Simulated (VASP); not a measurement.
# Sb (R-3m) in VASP: further runs

The runs below take Sb through single point, relaxation of cell and atoms, with PBE.

Everything below comes from runs of VASP 6.6.1. Logs are shortened: lines on timing, memory, paths and dates and some standing lists are left out, and cuts for length are marked.

## 1. The cell of the first run

The structure is trigonal, space group R-3m (No. 166). Conventional cell: a = 4.374 Å, b = 4.374 Å, c = 11.537 Å, α = 90.00°, β = 90.00°, γ = 120.00°. Sb (site symmetry 3m) has 6 Sb at 2.95 to 3.43 Å within 3.9 Å.

## 2. Single point, PBE

The input, INCAR:

```
SYSTEM = Sb
PREC = Accurate
ENCUT = 520
EDIFF = 1E-6
ISMEAR = 0
SIGMA = 0.1
LREAL = .FALSE.
LASPH = .TRUE.
NELM = 60
ALGO = Normal
ISIF = 2
LWAVE = .FALSE.
LCHARG = .TRUE.
GGA = PE
LELF = .TRUE.
LVHAR = .TRUE.
NBANDS = 12
```

The input, KPOINTS:

```
Automatic mesh
0
G
  16 16 16
  0 0 0
```

The input, POSCAR:

```
Sb
1.0
    2.1870648816      1.2627024981      3.8458058848
   -2.1870648816      1.2627024981      3.8458058848
    0.0000000000     -2.5254049962      3.8458058848
Sb
2
Direct
    0.2327733355      0.2327733355      0.2327733355
    0.7672266645      0.7672266645      0.7672266645
```

Potentials or basis: VASP PAW PBE potentials, release 64 (Sb).

Launch:

```console
cat potpaw_PBE.64/Sb/POTCAR > POTCAR
mpirun -np 1 vasp_std > vasp.out
```

OUTCAR:

```text
SYSTEM = Sb
   PREC = Accurate
   ENCUT = 520
   EDIFF = 1E-6
   ISMEAR = 0
   LREAL = .FALSE.
   LASPH = .TRUE.
   NELM = 60
   ISIF = 2
   GGA = PE

 ion  position               nearest neighbor table
   1  0.233  0.233  0.233-   2 2.95   2 2.95   2 2.95   2 3.43   2 3.43   2 3.43
   2  0.767  0.767  0.767-   1 2.95   1 2.95   1 2.95   1 3.43   1 3.43   1 3.43

  LATTYP: Found a trigonal (rhomboedric) cell.
 ALAT       =     4.6008578872
 COS(alpha) =     0.5480652960

  Lattice vectors:

 A1 = (   2.1870648816,   1.2627024981,   3.8458058848)
 A2 = (  -2.1870648816,   1.2627024981,   3.8458058848)
 A3 = (   0.0000000000,  -2.5254049962,   3.8458058848)

Analysis of symmetry for initial positions (statically):
=====================================================================
 Subroutine PRICEL returns:
 Original cell was already a primitive cell.

 Routine SETGRP: Setting up the symmetry group for a
 trigonal (rhombohedral) supercell.

 Subroutine GETGRP returns: Found 12 space group operations
 (whereof 12 operations were pure point group operations)
 out of a pool of 12 trial point group operations.

The static configuration has the point symmetry D_3d.

Analysis of symmetry for dynamics (positions and initial velocities):
=====================================================================
 Subroutine PRICEL returns:
 Original cell was already a primitive cell.

 Routine SETGRP: Setting up the symmetry group for a
 trigonal (rhombohedral) supercell.

 Subroutine GETGRP returns: Found 12 space group operations
 (whereof 12 operations were pure point group operations)
 out of a pool of 12 trial point group operations.

The dynamic configuration has the point symmetry D_3d.

 Subroutine INISYM returns: Found 12 space group operations
 (whereof 12 operations are pure point group operations),
 and found     1 'primitive' translations

----------------------------------------------------------------------------------------

                                     Primitive cell

  volume of cell :      63.7237

  direct lattice vectors                    reciprocal lattice vectors
     2.187064882  1.262702498  3.845805885     0.228616903  0.131992031  0.086674508
    -2.187064882  1.262702498  3.845805885    -0.228616903  0.131992031  0.086674508
     0.000000000 -2.525404996  3.845805885     0.000000000 -0.263984061  0.086674508

  length of vectors
     4.600857887  4.600857887  4.600857887     0.277848978  0.277848978  0.277848978

  position of ions in fractional coordinates (direct lattice)
     0.232773335  0.232773335  0.232773335
     0.767226665  0.767226665  0.767226665

  ion indices of the primitive-cell ions
   primitive index   ion index
                 1           1
                 2           2

----------------------------------------------------------------------------------------

 KPOINTS: Automatic mesh

Automatic generation of k-mesh.
 Grid dimensions read from file:
 generate k-points for:   16   16   16

 Generating k-lattice:

  Cartesian coordinates                     Fractional coordinates (reciprocal lattice)
     0.014288556  0.008249502  0.005417157     0.062500000  0.000000000  0.000000000
    -0.014288556  0.008249502  0.005417157     0.000000000  0.062500000  0.000000000
     0.000000000 -0.016499004  0.005417157     0.000000000  0.000000000  0.062500000

  Length of vectors
     0.017365561  0.017365561  0.017365561

  Shift w.r.t. Gamma in fractional coordinates (k-lattice)
     0.000000000  0.000000000  0.000000000

 Subroutine IBZKPT returns following result:
 ===========================================

 Found    417 irreducible k-points:

 Following reciprocal coordinates:
            Coordinates               Weight
  0.000000  0.000000  0.000000      1.000000
  0.062500 -0.000000  0.000000      6.000000
  0.125000 -0.000000  0.000000      6.000000
  0.187500  0.000000  0.000000      6.000000
  0.250000 -0.000000  0.000000      6.000000
  0.312500 -0.000000  0.000000      6.000000
[... 16 lines left out ...]
 -0.125000  0.062500  0.000000     12.000000
 -0.062500  0.062500  0.000000      6.000000
 [... further k-points ...]
   k-points           NKPTS =    417   k-points in BZ     NKDIM =    417   number of bands    NBANDS=     12
   number of dos      NEDOS =    301   number of ions     NIONS =      2
   total plane-waves  NPLWV =  46656
   dimension x,y,z NGX =    36 NGY =   36 NGZ =   36
   dimension x,y,z NGXF=    72 NGYF=   72 NGZF=   72
   ions per type =               2
   NGX,Y,Z   is equivalent  to a cutoff of  13.01, 13.01, 13.01 a.u.
   NGXF,Y,Z  is equivalent  to a cutoff of  26.02, 26.02, 26.02 a.u.
 SYSTEM =  Sb
   PREC   = accura    normal or accurate (medium, high low for compatibility)
   ISTART =      0    job   : 0-new  1-cont  2-samecut
   ICHARG =      2    charge: 1-file 2-atom 10-const
   ISPIN  =      1    spin polarized calculation?
   LNONCOLLINEAR =      F non collinear calculations
   LSORBIT =      F    spin-orbit coupling
   LASPH  =      T    aspherical Exc in radial PAW
   ENCUT  =  520.0 eV  38.22 Ry    6.18 a.u.   8.55  8.55  8.55*2*pi/ulx,y,z
   NELM   =     60;   NELMIN=  2; NELMDL= -5     # of ELM steps
   EDIFF  = 0.1E-05   stopping-criterion for ELM
   LREAL  =      F    real-space projection
[... 7 lines left out ...]
   TEBEG  =    0.0;   TEEND  =   0.0 temperature during run
   PSTRESS=    0.0 pullay stress
   NELECT =      10.0000    total number of electrons
   NUPDOWN=      -1.0000    fix difference up-down
   EMIN   =  10.00;   EMAX   =-10.00  energy-range for DOS
   EFERMI =   0.00;   METHOD = LEGACY
   ISMEAR =     0;   SIGMA  =   0.10  broadening in eV -4-tet -1-fermi 0-gaus
   EFERMI_NEDOS =   21; number of points for ismear=-14 and -15
   IALGO  =     38    algorithm
   IMIX   =      4    mixing-type and parameters
     AMIX     =   0.40;   BMIX     =  1.00
     AMIX_MAG =   1.60;   BMIX_MAG =  1.00
  volume/ion in A,a.u.               =      31.86       215.01
  Fermi-wavevector in a.u.,A,eV,Ry     =   0.883028  1.668681 10.608982  0.779738
  Thomas-Fermi vector in A             =   2.003739
   LORBIT       =      0    0 simple, 1 ext, 2 COOP (PROOUT), +10 PAW based schemes
   GGA     = PE    functional components
   LHFCALC =     F    Hartree Fock is set to
   AEXX    =    0.0000 exact exchange contribution
   IVDW    =     0    specifies the selected vdW correction
   LEPSILON=     F    determine dielectric tensor
   LRPA    =     F    only Hartree local field effects (RPA)
 non-spin polarized calculation
 Gauss-broadening in eV      SIGMA  =   0.10
  energy-cutoff  :      520.00
  volume of cell :       63.72
 maximum number of plane-waves:      1738
 NGX is ok and might be reduce to    36
   NGX = 17   NGY = 17   NGZ = 17

 number of electron      10.0000000 magnetization

 Free energy of the ion-electron system (eV)
  ---------------------------------------------------
  ext. energy  EPLUGINS =         0.00000000
  ---------------------------------------------------
  free energy    TOTEN  =        -8.27298962 eV

  energy without entropy =       -8.27250818  energy(sigma->0) =       -8.27274890

 E-fermi :   6.6398     XC(G=0):  -9.2973

 val. band max:        6.5417542774   @ k =   0.4375   0.0625   0.0625
 cond. band min:       6.6517509185   @ k =   0.3750   0.2500   0.2500
 fundamental gap:      0.1099966411
 Fermi energy:         6.6398491071

 k-point     1 :       0.0000    0.0000    0.0000
  band No.  band energies     occupation
      1      -5.7022      2.00000
      2       1.5688      2.00000
      3       4.6769      2.00000
      4       4.9414      2.00000
      5       4.9414      2.00000
      6       8.5933      0.00000
      7       9.2161      0.00000
      8       9.2161      0.00000
      9      11.8131      0.00000
     10      11.8131      0.00000
     11      11.9420      0.00000
     12      13.3455      0.00000

 k-point     2 :       0.0625   -0.0000    0.0000
  band No.  band energies     occupation
      1      -5.6613      2.00000
      2       1.4027      2.00000
      3       4.6999      2.00000
      4       4.9293      2.00000
      5       4.9833      2.00000
      6       8.5907      0.00000
      7       9.0958      0.00000
      8       9.1251      0.00000
      9      11.5838      0.00000
     10      11.8029      0.00000
     11      11.8124      0.00000
     12      13.6512      0.00000

 k-point     3 :       0.1250   -0.0000    0.0000
  band No.  band energies     occupation
      1      -5.5388      2.00000
      2       0.9621      2.00000
      3       4.7157      2.00000
      4       4.8971      2.00000
      5       5.1241      2.00000
      6       8.5072      0.00000
      7       8.7990      0.00000
      8       8.8691      0.00000
      9      11.2831      0.00000
     10      11.7001      0.00000
     11      11.8950      0.00000
     12      14.3297      0.00000

 k-point     4 :       0.1875    0.0000    0.0000
  band No.  band energies     occupation
      1      -5.3358      2.00000
      2       0.3543      2.00000
      3       4.7108      2.00000
      4       4.8548      2.00000
      5       5.3200      2.00000
      6       8.2237      0.00000
      7       8.4319      0.00000
      8       8.5094      0.00000
      9      11.2859      0.00000
     10      11.7826      0.00000
     11      12.1927      0.00000
     12      15.2501      0.00000

 k-point     5 :       0.2500   -0.0000    0.0000
  band No.  band energies     occupation
      1      -5.0543      2.00000
      2      -0.3352      2.00000
      3       4.7139      2.00000
      4       4.8138      2.00000
      5       5.5191      2.00000
      6       7.8199      0.00000
      7       8.0106      0.00000
      8       8.1244      0.00000
      9      11.5796      0.00000
     10      12.1398      0.00000
     11      12.6851      0.00000
     12      16.2491      0.00000
[... 228 lines left out ...]
      1      -4.8986      2.00000
      2      -0.6108      2.00000
      3       4.3013      2.00000
      4       5.0619      2.00000
      5       5.6060      2.00000
      6       7.3732      0.00000
      7       7.5405      0.00000
      8       8.7525      0.00000
      9      11.4708      0.00000
     10      12.2554      0.00000
     11      13.4537      0.00000
     12      15.7655      0.00000

 k-point    22 :      -0.1875    0.0625    0.0000
  band No.  band energies     occupation
      1      -5.2072      2.00000
      2       0.0721      2.00000
      3       4.3759      2.00000
      4       5.0389      2.00000
      5       5.4438      2.00000
      6       7.8001      0.00000
      7       7.9431      0.00000
      8       9.0081      0.00000
      9      11.1517      0.00000
     10      11.9066      0.00000
     11      12.7736      0.00000
     12      14.8385      0.00000

 k-point    23 :      -0.1250    0.0625    0.0000
  band No.  band energies     occupation
      1      -5.4387      2.00000
      2       0.6872      2.00000
      3       4.4889      2.00000
      4       4.9826      2.00000
      5       5.2751      2.00000
      6       8.2623      0.00000
      7       8.3236      0.00000
      8       9.1584      0.00000
      9      11.0791      0.00000
     10      11.7640      0.00000
     11      12.2834      0.00000
     12      14.0830      0.00000

 k-point    24 :      -0.0625    0.0625    0.0000
  band No.  band energies     occupation
      1      -5.5905      2.00000
      2       1.1606      2.00000
      3       4.6275      2.00000
      4       4.9098      2.00000
      5       5.1156      2.00000
      6       8.5354      0.00000
      7       8.7332      0.00000
      8       9.2010      0.00000
      9      11.2863      0.00000
     10      11.6944      0.00000
     11      12.0185      0.00000
     12      13.6908      0.00000

 [... further k-points ...]

------------------------ aborting loop because EDIFF is reached ----------------------------------------

  FORCE on cell =-STRESS in cart. coord.  units (eV):
  Direction    XX          YY          ZZ          XY          YZ          ZX
  --------------------------------------------------------------------------------------
  -------------------------------------------------------------------------------------
  Total        0.0273157      0.0273157      0.0086361      0.0000000     -0.0000000      0.0000000
  in kB        0.6867853      0.6867853      0.2171340      0.0000000     -0.0000000      0.0000000
  external PRESSURE =       0.5302349 kB  Pullay stress =       0.0000000 kB

 VOLUME and BASIS-vectors are now :
 -----------------------------------------------------------------------------
  energy-cutoff  :      520.00
  volume of cell :       63.72
      direct lattice vectors                 reciprocal lattice vectors
     2.187064882  1.262702498  3.845805885     0.228616903  0.131992031  0.086674508
    -2.187064882  1.262702498  3.845805885    -0.228616903  0.131992031  0.086674508
     0.000000000 -2.525404996  3.845805885     0.000000000 -0.263984061  0.086674508

 POSITION                                       TOTAL-FORCE (eV/Angst)
 -----------------------------------------------------------------------------------
      0.00000      0.00000      2.68560         0.000000      0.000000      0.036205
      0.00000      0.00000      8.85181         0.000000      0.000000     -0.036205
 -----------------------------------------------------------------------------------
    total drift:                                0.000000      0.000000     -0.000000

  FREE ENERGIE OF THE ION-ELECTRON SYSTEM (eV)
  ---------------------------------------------------
  free  energy   TOTEN  =        -8.2729896173 eV

  energy  without entropy=       -8.2725081765  energy(sigma->0) =       -8.27274890
```

Wall time 3 min (1 thread of AMD EPYC 7R13 (Zen 3), shared host); peak memory 0.38 GiB.

Results:

| Quantity | Value |
| --- | --- |
| Free energy | -8.2730 eV |
| Pressure | 0.1 GPa |
| Largest force | 0.036 eV/Å |
| Band gap on the k mesh | zero (bands 5 and 6 overlap by 0.30 eV) |

Forces in eV/Å, atoms in the order of the input:
```
Sb   0.000  0.000  0.036
Sb   0.000  0.000 -0.036
```

Caveat: spin-orbit coupling is left out, which moves the levels of the heavy elements.

[end of part 1 of 2]
